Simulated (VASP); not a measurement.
The system is Si2C.

```xyz
6
Lattice="3.2323 0.0000 0.0000 -1.6162 2.7993 0.0000 0.0000 0.0000 8.5632" Properties=species:S:1:pos:R:3 pbc="T T T"
C     0.0000    1.8662    6.0609
C     1.6162    0.9331    2.5023
Si    0.0000    0.0000    3.0967
Si    1.6162    0.9331    0.6068
Si    0.0000    0.0000    5.4665
Si    0.0000    1.8662    7.9564
```

Base run:

```yaml
Program: VASP 6.6.1
Functional: r2SCAN
Potentials_or_basis: VASP PAW PBE potentials, release 64 (C, Si)
Cutoff: 520 eV
k_mesh: 12 × 12 × 4
Occupations: fermi-dirac, width 0.02 eV
Spin: no spin polarisation
```

Its results: band gap on the k mesh zero (bands 12 and 13 overlap by 2.21 eV); pressure -0.1 GPa; largest force 0.025 eV/Å.

Question: The run is repeated on the same cell with these changes: functional from r2SCAN to PBE; further incar settings from ALGO = Normal; EDIFF = 1e-06; NBANDS = 21 to ALGO = Normal; EDIFF = 1e-07; NBANDS = 21. What comes out?

Answer: Band gap on the k mesh zero (bands 12 and 13 overlap by 2.27 eV); pressure 2.1 GPa; largest force 0.228 eV/Å.

Caveats: the PAW data sets were made with another functional, which shifts forces and pressure a little (at least some runs).
